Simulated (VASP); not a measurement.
Crystal: Au.

```
CELL_PARAMETERS angstrom
2.90000 0.00000 0.00000
-1.45000 2.51147 0.00000
0.00000 0.00000 4.88000
ATOMIC_POSITIONS crystal
Au 0.66667 0.33333 0.25000
Au 0.33333 0.66667 0.75000
```

Base run:

* Program: VASP 6.6.1
* Functional: LDA
* Potentials or basis: VASP PAW LDA potentials, release 64 (Au)
* Cutoff: 520 eV
* k mesh: 11 × 11 × 6
* Occupations: fermi-dirac, width 0.05 eV
* Spin: no spin polarisation

Its results: band gap on the k mesh zero (band 11 reaches 12.18 eV, above the bottom of band 12 at 6.01 eV); pressure -10.4 GPa.

Problem. The run is repeated on the same cell with these changes: k mesh from 11 × 11 × 6 to 6 × 6 × 3. What comes out?

Solution. Band gap on the k mesh zero (band 11 reaches 11.69 eV, above the bottom of band 12 at 6.27 eV); pressure -9.8 GPa.

Caveats: some runs use coarse meshes; spin-orbit coupling is left out, which moves the levels of the heavy elements.
